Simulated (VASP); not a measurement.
Input of a VASP 6.6.1 run:

Contents of INCAR:

```
SYSTEM = Ir
ALGO = Normal
EDIFF = 1E-6
ENCUT = 520
GGA = PE
ISIF = 2
ISMEAR = 0
LASPH = .True.
LCHARG = .False.
LREAL = .False.
LWAVE = .False.
NBANDS = 10
NELM = 60
PREC = Accurate
SIGMA = 0.15
```

The input KPOINTS:

```
k-points
0
Gamma
  22 22 22
  0 0 0
```

The input POSCAR:

```
Ir
1.0
    0.0000000000      1.8717075000      1.9197000000
    1.8717075000      0.0000000000      1.9197000000
    1.8717075000      1.8717075000      0.0000000000
Ir
1
Direct
    0.0000000000      0.0000000000      0.0000000000
```

Potentials or basis: VASP PAW PBE potentials, release 64 (Ir).

Command:

```sh
$ cat potpaw_PBE.64/Ir/POTCAR > POTCAR
$ mpirun -np 1 vasp_std > vasp.out
```

**Question.** Predict the band gap on the k mesh.

**Answer.** Zero (an odd number of electrons rules out a gap without spin polarisation).

**Question.** Predict the pressure.

**Answer.** 32.8 GPa.

Stress tensor (GPa, compression positive):
```
36.47  0.00  0.00
 0.00 36.47  0.00
 0.00  0.00 25.38
```

Caveat: the cell differs from its parent crystal (strain -0.025 along x and y, +0.000 along z); the cell stands under pressure; spin-orbit coupling is left out, which moves the levels of the heavy elements.
